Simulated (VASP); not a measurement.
# Mn (Im-3m) in VASP: a series of runs, part 2 of 2

VASP 6.6.1.

### Step 4. Single point, r2SCAN (9.68 Å³/atom)

This run uses another cell than the first one, of 9.68 Å³/atom.

POSCAR reads:

```
Mn
1.0
   -1.3424532292      1.3424532292      1.3424532292
    1.3424532292     -1.3424532292      1.3424532292
    1.3424532292      1.3424532292     -1.3424532292
Mn
1
Direct
    0.0000000000      0.0000000000      0.0000000000
```

INCAR.step1 reads:

```
PREC     = Accurate       # precision mode
ENCUT    = 520            # plane-wave cutoff, eV
ISMEAR   = -1             # smearing method
SIGMA    = 0.1            # smearing width, eV
LREAL    = False          # projectors in reciprocal space
LASPH    = True           # aspherical terms in the spheres
NELM     = 80             # most SCF steps
NBANDS   = 12             # bands
GGA      = PE             # functional
ALGO     = Normal         # electronic algorithm
EDIFF    = 1E-4           # SCF threshold, eV
LWAVE    = True           # write WAVECAR
LCHARG   = False          # write CHGCAR
```

INCAR.step2 reads:

```
PREC     = Accurate       # precision mode
ENCUT    = 520            # plane-wave cutoff, eV
EDIFF    = 1E-7           # SCF threshold, eV
ISMEAR   = -1             # smearing method
SIGMA    = 0.1            # smearing width, eV
LREAL    = False          # projectors in reciprocal space
LASPH    = True           # aspherical terms in the spheres
NELM     = 80             # most SCF steps
ALGO     = Normal         # electronic algorithm
ISIF     = 2              # what is computed and relaxed
LWAVE    = False          # write WAVECAR
LCHARG   = False          # write CHGCAR
METAGGA  = R2SCAN         # meta-GGA
LMIXTAU  = True         
NBANDS   = 12             # bands
ISTART   = 1
```

KPOINTS reads:

```
regular mesh
0
Gamma
  18 18 18
```

Potentials or basis: VASP PAW PBE potentials, release 64 (Mn_pv).

Command:

```bash
$ cat potpaw_PBE.64/Mn_pv/POTCAR > POTCAR
$ cp INCAR.step1 INCAR
$ mpirun -np 1 vasp_std > vasp.out
$ cp INCAR.step2 INCAR
$ mpirun -np 1 vasp_std > vasp.out
```

OUTCAR:

```text
PREC = Accurate
   ENCUT = 520
   EDIFF = 1E-7
   ISMEAR = -1
   LREAL = False
   LASPH = True
   NELM = 80
   ISIF = 2
   METAGGA = R2SCAN
   ISTART = 1

 ion  position               nearest neighbor table
   1  0.000  0.000  0.000-

  LATTYP: Found a body centered cubic cell.
 ALAT       =     2.6849064584

  Lattice vectors:

 A1 = (  -1.3424532292,   1.3424532292,   1.3424532292)
 A2 = (   1.3424532292,  -1.3424532292,   1.3424532292)
 A3 = (   1.3424532292,   1.3424532292,  -1.3424532292)

Analysis of symmetry for initial positions (statically):
=====================================================================
 Subroutine PRICEL returns:
 Original cell was already a primitive cell.

 Routine SETGRP: Setting up the symmetry group for a
 body centered cubic supercell.

 Subroutine GETGRP returns: Found 48 space group operations
 (whereof 48 operations were pure point group operations)
 out of a pool of 48 trial point group operations.

The static configuration has the point symmetry O_h .

Analysis of symmetry for dynamics (positions and initial velocities):
=====================================================================
 Subroutine PRICEL returns:
 Original cell was already a primitive cell.

 Routine SETGRP: Setting up the symmetry group for a
 body centered cubic supercell.

 Subroutine GETGRP returns: Found 48 space group operations
 (whereof 48 operations were pure point group operations)
 out of a pool of 48 trial point group operations.

The dynamic configuration has the point symmetry O_h .

 Subroutine INISYM returns: Found 48 space group operations
 (whereof 48 operations are pure point group operations),
 and found     1 'primitive' translations

----------------------------------------------------------------------------------------

                                     Primitive cell

[... 112 lines left out ...]
   LORBIT       =      0    0 simple, 1 ext, 2 COOP (PROOUT), +10 PAW based schemes
   METAGGA = R2SCAN    functional components
   LHFCALC =     F    Hartree Fock is set to
   AEXX    =    0.0000 exact exchange contribution
   IVDW    =     0    specifies the selected vdW correction
   LEPSILON=     F    determine dielectric tensor
   LRPA    =     F    only Hartree local field effects (RPA)
 non-spin polarized calculation
  energy-cutoff  :      520.00
  volume of cell :        9.68
 maximum number of plane-waves:       268
 NGX is ok and might be reduce to    18
   NGX =  9   NGY =  9   NGZ =  9

 number of electron      13.0000017 magnetization

 Free energy of the ion-electron system (eV)
  ---------------------------------------------------
  ext. energy  EPLUGINS =         0.00000000
  ---------------------------------------------------
  free energy    TOTEN  =       -14.17848686 eV

  energy without entropy =      -14.12111474  energy(sigma->0) =      -14.14980080

 E-fermi :  12.3955     XC(G=0): -16.1500

 val. band max:       12.3879250592   @ k =  -0.4444   0.4444   0.1111
 cond. band min:      12.4037395051   @ k =   0.1111   0.1111   0.0000
 fundamental gap:      0.0158144458
 Fermi energy:        12.3954806960

 k-point     1 :       0.0000    0.0000    0.0000
  band No.  band energies     occupation
      1     -37.4052      2.00000
      2     -37.4051      2.00000
      3     -37.4051      2.00000
      4       2.6439      2.00000
      5      10.3779      2.00000
      6      10.3781      2.00000
      7      10.3781      2.00000
      8      12.9326      0.00925
      9      12.9326      0.00925
     10      37.7483      0.00000
     11      37.7484      0.00000
     12      37.7484      0.00000
[... 331 lines left out ...]
 k-point    24 :       0.3889    0.1111    0.0000
  band No.  band energies     occupation
      1     -38.4443      2.00000
      2     -37.7807      2.00000
      3     -37.4599      2.00000
      4       6.8293      2.00000
      5       8.7184      2.00000
      6      11.2518      1.99998
      7      12.7776      0.04286
      8      13.5731      0.00002
      9      15.7457      0.00000
     10      23.9183      0.00000
     11      30.8932      0.00000
     12      35.6160      0.00000

 [... further k-points ...]

------------------------ aborting loop because EDIFF is reached ----------------------------------------

  FORCE on cell =-STRESS in cart. coord.  units (eV):
  Direction    XX          YY          ZZ          XY          YZ          ZX
  --------------------------------------------------------------------------------------
  -------------------------------------------------------------------------------------
  Total        1.8550765      1.8550765      1.8550765     -0.0000000     -0.0000000      0.0000000
  in kB      307.1248222    307.1248222    307.1248222     -0.0000000     -0.0000000      0.0000000
  external PRESSURE =     307.1248222 kB  Pullay stress =       0.0000000 kB

 VOLUME and BASIS-vectors are now :
 -----------------------------------------------------------------------------
  energy-cutoff  :      520.00
  volume of cell :        9.68
      direct lattice vectors                 reciprocal lattice vectors
    -1.342453229  1.342453229  1.342453229     0.000000000  0.372452454  0.372452454
     1.342453229 -1.342453229  1.342453229     0.372452454  0.000000000  0.372452454
     1.342453229  1.342453229 -1.342453229     0.372452454  0.372452454  0.000000000

 POSITION                                       TOTAL-FORCE (eV/Angst)
 -----------------------------------------------------------------------------------
      0.00000      0.00000      0.00000         0.000000      0.000000      0.000000
 -----------------------------------------------------------------------------------
    total drift:                                0.000000      0.000000      0.000000

  FREE ENERGIE OF THE ION-ELECTRON SYSTEM (eV)
  ---------------------------------------------------
  free  energy   TOTEN  =       -14.1784868571 eV

  energy  without entropy=      -14.1211147444  energy(sigma->0) =      -14.14980080
```

OUTCAR.step1:

```text
PREC = Accurate
   ENCUT = 520
   ISMEAR = -1
   LREAL = False
   LASPH = True
   NELM = 80
[... 575 lines left out ...]
 POSITION                                       TOTAL-FORCE (eV/Angst)
 -----------------------------------------------------------------------------------
      0.00000      0.00000      0.00000         0.000000      0.000000     -0.000000
 -----------------------------------------------------------------------------------
    total drift:                                0.000000      0.000000      0.000000

  FREE ENERGIE OF THE ION-ELECTRON SYSTEM (eV)
  ---------------------------------------------------
  free  energy   TOTEN  =        -8.7496916180 eV

  energy  without entropy=       -8.6856453034  energy(sigma->0) =       -8.71766846
```

Run time: 2.5 min. Hardware: 1 thread of Intel Xeon 8259CL, shared host; peak memory 0.14 GiB.

Results:

```
Free energy            : -14.1785 eV
Pressure               : 30.7 GPa
Band gap on the k mesh : zero (an odd number of electrons rules out a gap without spin polarisation)
```

Caveat: the cell stands under pressure; the PAW data sets were made with another functional, which shifts forces and pressure a little; the run has no spin polarisation, though such a crystal can be magnetic. Spin polarisation is off, so any magnetic state and its effect on volume and gap are missing.

### Step 5. Overview

```csv
cell,k mesh,gap on the mesh (eV),pressure (GPa)
"a = 2.391 Å, angles 109.5°, 1 atom",15 × 15 × 15,none,0.4
"a = 2.291 Å, angles 109.5°, 1 atom",18 × 18 × 18,none,51.7
"a = 2.325 Å, angles 109.5°, 1 atom",18 × 18 × 18,none,30.7
```

Alike in all rows: task single point; level r2SCAN; potentials or basis VASP PAW PBE potentials, release 64 (Mn_pv); no spin polarisation; cutoff (eV) 520; smearing fermi-dirac 0.1 eV.

Caveats: the PAW data sets were made with another functional, which shifts forces and pressure a little; the run has no spin polarisation, though such a crystal can be magnetic; the cell stands under pressure (at least some runs).

Total energies depend on the potentials used, so only differences within one code and one set of settings carry meaning.

The gap in the log of VASP goes by the Fermi energy; the results here count the filled bands.